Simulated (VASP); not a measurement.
A run of VASP 6.6.1 is set up as follows.

Contents of INCAR:

```
SYSTEM = SiC
PREC = Accurate
ENCUT = 520
EDIFF = 1E-6
ISMEAR = 0
SIGMA = 0.01
LREAL = .FALSE.
LASPH = .TRUE.
NELM = 80
ALGO = Normal
ISIF = 2
LWAVE = .FALSE.
LCHARG = .TRUE.
GGA = PE
LELF = .TRUE.
LVHAR = .TRUE.
NBANDS = 11
```

KPOINTS

```
regular mesh
0
G
  6 6 6
  0 0 0
```

The input POSCAR:

```
SiC
1.0
    0.0000000000      2.2651744388      2.2651744388
    2.2651744388      0.0000000000      2.2651744388
    2.2651744388      2.2651744388      0.0000000000
Si C
1 1
Direct
    0.0000000000      0.0000000000      0.0000000000
    0.2500000000      0.2500000000      0.2500000000
```

Potentials or basis: VASP PAW PBE potentials, release 64 (Si, C).

Command:

```console
$ cat potpaw_PBE.64/Si/POTCAR potpaw_PBE.64/C/POTCAR > POTCAR
$ mpirun -np 1 vasp_std > vasp.out
```

(1) Predict the pressure.

(2) Predict the band gap on the k mesh.

## Answers

(1) -17.6 GPa.

(2) 1.45 eV, indirect (least direct gap 4.41 eV).

Caveat: the cell differs from its parent crystal (strain +4.0%).
